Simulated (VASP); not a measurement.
# WS2 (P6_3/mmc) in VASP: single point with PBEsol

Aim: the single point of WS2 with PBEsol.

All numbers are computed with VASP 6.6.1; they aren't measurements. Logs are shortened: lines on timing, memory, paths and dates and some standing lists are left out, and cuts for length are marked.

**1. The cell of the first run**

It takes space group P6_3/mmc (No. 194, hexagonal). The conventional cell has a = 3.146 Å, b = 3.146 Å, c = 12.705 Å, α = 90.00°, β = 90.00°, γ = 120.00°. Within 3.2 Å of W (site symmetry -6m2) lie 6 S at 2.40 Å and 6 W at 3.15 Å. Within 3.2 Å of S (site symmetry 3m) lie 3 W at 2.40 Å and 7 S at 3.14 to 3.15 Å.

**2. Single point, PBEsol**

File INCAR:

```
  ALGO = Normal
  EDIFF = 1E-6
  ENCUT = 520
  GGA = PS
  ISIF = 2
  ISMEAR = 0
  LASPH = T
  LCHARG = F
  LREAL = Auto
  LWAVE = F
  NBANDS = 209
  NELM = 100
  PREC = Accurate
  SIGMA = 0.01
```

File KPOINTS:

```
k-points
0
Gamma
  2 2 2
```

File POSCAR:

```
WS2
1.0
    6.2921674577     -5.4491768533      0.0000000000
   -7.8652093135     -2.7245884366      0.0000000000
    0.0000000000      0.0000000000    -12.7046047228
W S
14 28
Direct
    0.3333333333      0.6666666667      0.7500000000
    0.9047619048      0.5238095238      0.7500000000
    0.4761904762      0.3809523810      0.7500000000
    0.0476190476      0.2380952381      0.7500000000
    0.6190476190      0.0952380952      0.7500000000
    0.1904761905      0.9523809524      0.7500000000
    0.7619047619      0.8095238095      0.7500000000
    0.5238095238      0.6190476190      0.2500000000
    0.0952380952      0.4761904762      0.2500000000
    0.6666666667      0.3333333333      0.2500000000
    0.2380952381      0.1904761905      0.2500000000
    0.8095238095      0.0476190476      0.2500000000
    0.3809523810      0.9047619048      0.2500000000
    0.9523809524      0.7619047619      0.2500000000
    0.3333333333      0.6666666667      0.3733985087
    0.9047619048      0.5238095238      0.3733985087
    0.4761904762      0.3809523810      0.3733985087
    0.0476190476      0.2380952381      0.3733985087
    0.6190476190      0.0952380952      0.3733985087
    0.1904761905      0.9523809524      0.3733985087
    0.7619047619      0.8095238095      0.3733985087
    0.5238095238      0.6190476190      0.8733985087
    0.0952380952      0.4761904762      0.8733985087
    0.6666666667      0.3333333333      0.8733985087
    0.2380952381      0.1904761905      0.8733985087
    0.8095238095      0.0476190476      0.8733985087
    0.3809523810      0.9047619048      0.8733985087
    0.9523809524      0.7619047619      0.8733985087
    0.3333333333      0.6666666667      0.1266014913
    0.9047619048      0.5238095238      0.1266014913
    0.4761904762      0.3809523810      0.1266014913
    0.0476190476      0.2380952381      0.1266014913
    0.6190476190      0.0952380952      0.1266014913
    0.1904761905      0.9523809524      0.1266014913
    0.7619047619      0.8095238095      0.1266014913
    0.5238095238      0.6190476190      0.6266014913
    0.0952380952      0.4761904762      0.6266014913
    0.6666666667      0.3333333333      0.6266014913
    0.2380952381      0.1904761905      0.6266014913
    0.8095238095      0.0476190476      0.6266014913
    0.3809523810      0.9047619048      0.6266014913
    0.9523809524      0.7619047619      0.6266014913
```

Potentials or basis: VASP PAW PBE potentials, release 64 (W_sv, S).

On the command line:

```
$ cat potpaw_PBE.64/W_sv/POTCAR potpaw_PBE.64/S/POTCAR > POTCAR
$ mpirun -np 1 vasp_std > vasp.out
```

OUTCAR:

```text
EDIFF = 1E-6
   ENCUT = 520
   GGA = PS
   ISIF = 2
   ISMEAR = 0
   LASPH = T
   LREAL = Auto
   NELM = 100
   PREC = Accurate

 ion  position               nearest neighbor table
   1  0.333  0.667  0.750-  27 2.40  41 2.40  37 2.40  23 2.40  22 2.40  36 2.40   2 3.15   6 3.15
                             5 3.15   3 3.15   4 3.15   7 3.15
   2  0.905  0.524  0.750-  23 2.40  37 2.40  28 2.40  42 2.40  38 2.40  24 2.40   1 3.15   4 3.15
                             7 3.15   6 3.15   5 3.15   3 3.15
   3  0.476  0.381  0.750-  22 2.40  36 2.40  25 2.40  39 2.40  38 2.40  24 2.40   7 3.15   1 3.15
                             6 3.15   4 3.15   5 3.15   2 3.15
   4  0.048  0.238  0.750-  23 2.40  37 2.40  25 2.40  39 2.40  26 2.40  40 2.40   2 3.15   6 3.15
                             1 3.15   7 3.15   3 3.15   5 3.15
   5  0.619  0.095  0.750-  27 2.40  41 2.40  38 2.40  24 2.40  40 2.40  26 2.40   1 3.15   6 3.15
                             7 3.15   4 3.15   3 3.15   2 3.15
   6  0.190  0.952  0.750-  25 2.40  39 2.40  27 2.40  41 2.40  28 2.40  42 2.40   1 3.15   5 3.15
                             4 3.15   2 3.15   3 3.15   7 3.15
   7  0.762  0.810  0.750-  26 2.40  40 2.40  28 2.40  42 2.40  22 2.40  36 2.40   3 3.15   2 3.15
                             5 3.15   4 3.15   6 3.15   1 3.15
   8  0.524  0.619  0.250-  17 2.40  31 2.40  21 2.40  35 2.40  15 2.40  29 2.40  11 3.15  10 3.15
                            12 3.15  14 3.15  13 3.15   9 3.15
   9  0.095  0.476  0.250-  16 2.40  30 2.40  18 2.40  32 2.40  15 2.40  29 2.40  10 3.15  14 3.15
                            11 3.15  12 3.15  13 3.15   8 3.15
  10  0.667  0.333  0.250-  19 2.40  33 2.40  30 2.40  16 2.40  31 2.40  17 2.40   9 3.15  12 3.15
                            13 3.15   8 3.15  14 3.15  11 3.15
  11  0.238  0.190  0.250-  20 2.40  34 2.40  32 2.40  18 2.40  17 2.40  31 2.40   8 3.15   9 3.15
                            13 3.15  14 3.15  12 3.15  10 3.15
[... 39 lines left out ...]
  Lattice vectors:

 A1 = (   6.2921674577,  -5.4491768533,   0.0000000000)
 A2 = (  -7.8652093135,  -2.7245884366,   0.0000000000)
 A3 = (   0.0000000000,   0.0000000000, -12.7046047228)

Analysis of symmetry for initial positions (statically):
=====================================================================
 Subroutine PRICEL returns following result:

  LATTYP: Found a hexagonal cell.
 ALAT       =     3.1460837250
 C/A-ratio  =     4.0382284241

  Lattice vectors:

 A1 = (  -1.5730418642,   2.7245884273,   0.0000000000)
 A2 = (   3.1460837259,   0.0000000031,   0.0000000000)
 A3 = (   0.0000000000,   0.0000000000, -12.7046047228)

   7 primitive cells build up your supercell.

 Routine SETGRP: Setting up the symmetry group for a
 hexagonal supercell.

 Subroutine GETGRP returns: Found 12 space group operations
 (whereof  6 operations were pure point group operations)
 out of a pool of 24 trial point group operations.

The static configuration has the point symmetry S_6 .
 The point group associated with its full space group is C_6h.

Analysis of symmetry for dynamics (positions and initial velocities):
=====================================================================
 Subroutine PRICEL returns following result:

  LATTYP: Found a hexagonal cell.
 ALAT       =     3.1460837250
 C/A-ratio  =     4.0382284241

  Lattice vectors:

 A1 = (  -1.5730418642,   2.7245884273,   0.0000000000)
 A2 = (   3.1460837259,   0.0000000031,   0.0000000000)
 A3 = (   0.0000000000,   0.0000000000, -12.7046047228)

   7 primitive cells build up your supercell.

 Routine SETGRP: Setting up the symmetry group for a
 hexagonal supercell.

 Subroutine GETGRP returns: Found 12 space group operations
 (whereof  6 operations were pure point group operations)
 out of a pool of 24 trial point group operations.

The dynamic configuration has the point symmetry S_6 .
 The point group associated with its full space group is C_6h.

 Subroutine INISYM returns: Found 12 space group operations
 (whereof  6 operations are pure point group operations),
 and found     7 'primitive' translations

----------------------------------------------------------------------------------------

                                     Primitive cell

  volume of cell :     108.9011

  direct lattice vectors                    reciprocal lattice vectors
    -1.573041864  2.724588427  0.000000000    -0.000000000  0.367027911  0.000000000
     3.146083726  0.000000003  0.000000000     0.317855495  0.183513956  0.000000000
     0.000000000  0.000000000-12.704604723     0.000000000  0.000000000 -0.078711618

  length of vectors
     3.146083725  3.146083726 12.704604723     0.367027911  0.367027911  0.078711618

  position of ions in fractional coordinates (direct lattice)
     0.666666666  0.333333333  0.750000000
     0.333333333  0.666666667  0.250000000
     0.666666666  0.333333333  0.373398509
     0.333333333  0.666666667  0.873398509
     0.666666666  0.333333333  0.126601491
     0.333333333  0.666666667  0.626601491

  ion indices of the primitive-cell ions
   primitive index   ion index
                 1           1
                 2           8
                 3          15
                 4          22
                 5          29
                 6          36

----------------------------------------------------------------------------------------

 KPOINTS: k-points

Automatic generation of k-mesh.
 Grid dimensions read from file:
 generate k-points for:    2    2    2

 Generating k-lattice:

  Cartesian coordinates                     Fractional coordinates (reciprocal lattice)
     0.022703964 -0.065540698  0.000000000     0.500000000  0.000000000  0.000000000
    -0.045407928 -0.052432559  0.000000000     0.000000000  0.500000000  0.000000000
     0.000000000  0.000000000 -0.039355809     0.000000000  0.000000000  0.500000000

  Length of vectors
     0.069361756  0.069361756  0.039355809

  Shift w.r.t. Gamma in fractional coordinates (k-lattice)
     0.000000000  0.000000000  0.000000000

 Subroutine IBZKPT returns following result:
 ===========================================

 Found      4 irreducible k-points:

 Following reciprocal coordinates:
            Coordinates               Weight
  0.000000  0.000000  0.000000      1.000000
  0.500000 -0.000000  0.000000      3.000000
  0.000000  0.000000  0.500000      1.000000
  0.500000 -0.000000  0.500000      3.000000
   k-points           NKPTS =      4   k-points in BZ     NKDIM =      4   number of bands    NBANDS=    209
   number of dos      NEDOS =    301   number of ions     NIONS =     42
   total plane-waves  NPLWV = 393216
   dimension x,y,z NGX =    64 NGY =   64 NGZ =   96
   dimension x,y,z NGXF=   128 NGYF=  128 NGZF=  192
   ions per type =              14  28
   NGX,Y,Z   is equivalent  to a cutoff of  12.78, 12.78, 12.56 a.u.
   NGXF,Y,Z  is equivalent  to a cutoff of  25.56, 25.56, 25.12 a.u.
 SYSTEM =  unknown system
   PREC   = accura    normal or accurate (medium, high low for compatibility)
   ISTART =      0    job   : 0-new  1-cont  2-samecut
   ICHARG =      2    charge: 1-file 2-atom 10-const
   ISPIN  =      1    spin polarized calculation?
   LNONCOLLINEAR =      F non collinear calculations
   LSORBIT =      F    spin-orbit coupling
   LASPH  =      T    aspherical Exc in radial PAW
   ENCUT  =  520.0 eV  38.22 Ry    6.18 a.u.  15.48 15.48 23.62*2*pi/ulx,y,z
   NELM   =    100;   NELMIN=  2; NELMDL= -5     # of ELM steps
   EDIFF  = 0.1E-05   stopping-criterion for ELM
   LREAL  =      T    real-space projection
   EDIFFG = 0.1E-04   stopping-criterion for IOM
   NSW    =      0    number of steps for IOM
   IBRION =     -1    ionic relax: 0-MD 1-quasi-New 2-CG
   NFREE  =      0    steps in history (QN), initial steepest desc. (CG)
   ISIF   =      2    stress and relaxation
   ISYM   =      2    0-nonsym 1-usesym 2-fastsym
   POTIM  = 0.5000    time-step for ionic-motion
   TEBEG  =    0.0;   TEEND  =   0.0 temperature during run
   PSTRESS=    0.0 pullay stress
   NELECT =     364.0000    total number of electrons
   NUPDOWN=      -1.0000    fix difference up-down
   EMIN   =  10.00;   EMAX   =-10.00  energy-range for DOS
   EFERMI =   0.00;   METHOD = LEGACY
   ISMEAR =     0;   SIGMA  =   0.01  broadening in eV -4-tet -1-fermi 0-gaus
   EFERMI_NEDOS =   21; number of points for ismear=-14 and -15
   IALGO  =     38    algorithm
   IMIX   =      4    mixing-type and parameters
     AMIX     =   0.40;   BMIX     =  1.00
     AMIX_MAG =   1.60;   BMIX_MAG =  1.00
  volume/ion in A,a.u.               =      18.15       122.48
  Fermi-wavevector in a.u.,A,eV,Ry     =   1.279573  2.418043 22.276925  1.637308
  Thomas-Fermi vector in A             =   2.412051
   LORBIT       =      0    0 simple, 1 ext, 2 COOP (PROOUT), +10 PAW based schemes
   GGA     = PS    functional components
   LHFCALC =     F    Hartree Fock is set to
   AEXX    =    0.0000 exact exchange contribution
   IVDW    =     0    specifies the selected vdW correction
   LEPSILON=     F    determine dielectric tensor
   LRPA    =     F    only Hartree local field effects (RPA)
 non-spin polarized calculation
 Gauss-broadening in eV      SIGMA  =   0.01
  energy-cutoff  :      520.00
  volume of cell :      762.31
 maximum number of plane-waves:     20579
 NGX is ok and might be reduce to    64
   NGX = 31   NGY = 31   NGZ = 47

 number of electron     363.9999970 magnetization

 Free energy of the ion-electron system (eV)
  ---------------------------------------------------
  ext. energy  EPLUGINS =         0.00000000
  ---------------------------------------------------
  free energy    TOTEN  =      -353.86597830 eV

  energy without entropy =     -353.86597830  energy(sigma->0) =     -353.86597830

 E-fermi :   7.0585     XC(G=0): -10.9369

 val. band max:        6.9550551865   @ k =   0.0000   0.0000   0.0000
 cond. band min:       8.4207034285   @ k =   0.0000   0.0000   0.0000
 fundamental gap:      1.4656482420
 Fermi energy:         7.0584686700

 k-point     1 :       0.0000    0.0000    0.0000
  band No.  band energies     occupation
      1     -67.4663      2.00000
      2     -67.4663      2.00000
      3     -67.4489      2.00000
      4     -67.4489      2.00000
      5     -67.4489      2.00000
      6     -67.4489      2.00000
[... 777 lines left out ...]
    193       8.8858      0.00000
    194       8.8858      0.00000
 [bands above 194 left out]

------------------------ aborting loop because EDIFF is reached ----------------------------------------

  FORCE on cell =-STRESS in cart. coord.  units (eV):
  Direction    XX          YY          ZZ          XY          YZ          ZX
  --------------------------------------------------------------------------------------
  -------------------------------------------------------------------------------------
  Total        0.5596181      0.5596181      0.4776542      0.0000001      0.0000000      0.0000000
  in kB        1.1761750      1.1761750      1.0039077      0.0000001      0.0000000      0.0000000
  external PRESSURE =       1.1187526 kB  Pullay stress =       0.0000000 kB

 VOLUME and BASIS-vectors are now :
 -----------------------------------------------------------------------------
  energy-cutoff  :      520.00
  volume of cell :      762.31
      direct lattice vectors                 reciprocal lattice vectors
     6.292167458 -5.449176853  0.000000000     0.045407928 -0.131081397  0.000000000
    -7.865209314 -2.724588437  0.000000000    -0.090815856 -0.104865118  0.000000000
     0.000000000  0.000000000-12.704604723     0.000000000  0.000000000 -0.078711618

 POSITION                                       TOTAL-FORCE (eV/Angst)
 -----------------------------------------------------------------------------------
     -3.14608     -3.63278     -9.52845         0.000000     -0.000000     -0.000000
      1.57304     -6.35737     -9.52845         0.000000     -0.000000     -0.000000
      0.00000     -3.63278     -9.52845         0.000000     -0.000000     -0.000000
     -1.57304     -0.90820     -9.52845         0.000000     -0.000000     -0.000000
      3.14608     -3.63278     -9.52845         0.000000     -0.000000     -0.000000
     -6.29217     -3.63278     -9.52845         0.000000      0.000000     -0.000000
[... 34 lines left out ...]
     -4.71913     -4.54098     -7.96072         0.000000     -0.000000      0.021031
      0.00000     -7.26557     -7.96072         0.000000     -0.000000      0.021031
 -----------------------------------------------------------------------------------
    total drift:                               -0.000000     -0.000000     -0.000000

  FREE ENERGIE OF THE ION-ELECTRON SYSTEM (eV)
  ---------------------------------------------------
  free  energy   TOTEN  =      -353.8659782978 eV

  energy  without entropy=     -353.8659782978  energy(sigma->0) =     -353.86597830
```

Wall time 21 min (1 thread of Intel Xeon Platinum 8259CL at 2.50GHz (Skylake/Cascade Lake), shared host); peak memory 1 GiB.

Results:

```yaml
Free_energy: -353.8660 eV
Pressure: 0.1 GPa
Largest_force: 0.021 eV/Å
Band_gap_on_the_k_mesh: 1.47 eV
```

Forces in eV/Å, atoms in the order of the input:
```
W    0.000  0.000  0.000
W    0.000  0.000  0.000
W    0.000  0.000  0.000
W    0.000  0.000  0.000
W    0.000  0.000  0.000
W    0.000  0.000  0.000
W    0.000  0.000  0.000
W    0.000  0.000  0.000
W    0.000  0.000  0.000
W    0.000  0.000  0.000
W    0.000  0.000  0.000
W    0.000  0.000  0.000
W    0.000  0.000  0.000
W    0.000  0.000  0.000
S    0.000  0.000 -0.021
S    0.000  0.000 -0.021
S    0.000  0.000 -0.021
S    0.000  0.000 -0.021
S    0.000  0.000 -0.021
S    0.000  0.000 -0.021
S    0.000  0.000 -0.021
S    0.000  0.000 -0.021
S    0.000  0.000 -0.021
S    0.000  0.000 -0.021
S    0.000  0.000 -0.021
S    0.000  0.000 -0.021
S    0.000  0.000 -0.021
S    0.000  0.000 -0.021
S    0.000  0.000  0.021
S    0.000  0.000  0.021
S    0.000  0.000  0.021
S    0.000  0.000  0.021
S    0.000  0.000  0.021
S    0.000  0.000  0.021
S    0.000  0.000  0.021
S    0.000  0.000  0.021
S    0.000  0.000  0.021
S    0.000  0.000  0.021
S    0.000  0.000  0.021
S    0.000  0.000  0.021
S    0.000  0.000  0.021
S    0.000  0.000  0.021
```

Levels at points of the mesh, in eV from the valence-band top:
```
           k point  band 179  band 180  band 181  band 182  band 183  band 184  band 185  band 186
(0.00, 0.00, 0.00)     -1.33     -1.33     -1.12      0.00      1.47      1.47      1.47      1.47
(0.50, 0.00, 0.00)     -0.90     -0.90     -0.79     -0.79      1.49      1.49      1.51      1.51
(0.00, 0.00, 0.50)     -1.35     -1.35     -0.33     -0.33      1.79      1.79      1.79      1.79
(0.50, 0.00, 0.50)     -0.87     -0.87     -0.87     -0.87      1.79      1.79      1.79      1.79
```

Caveat: the k points lie up to 0.44 Å⁻¹ apart; the PAW data sets were made with another functional, which shifts forces and pressure a little; spin-orbit coupling is left out, which moves the levels of the heavy elements; this functional lacks dispersion, which binds the layers, so the pressure and a relaxed spacing across them are unreliable.
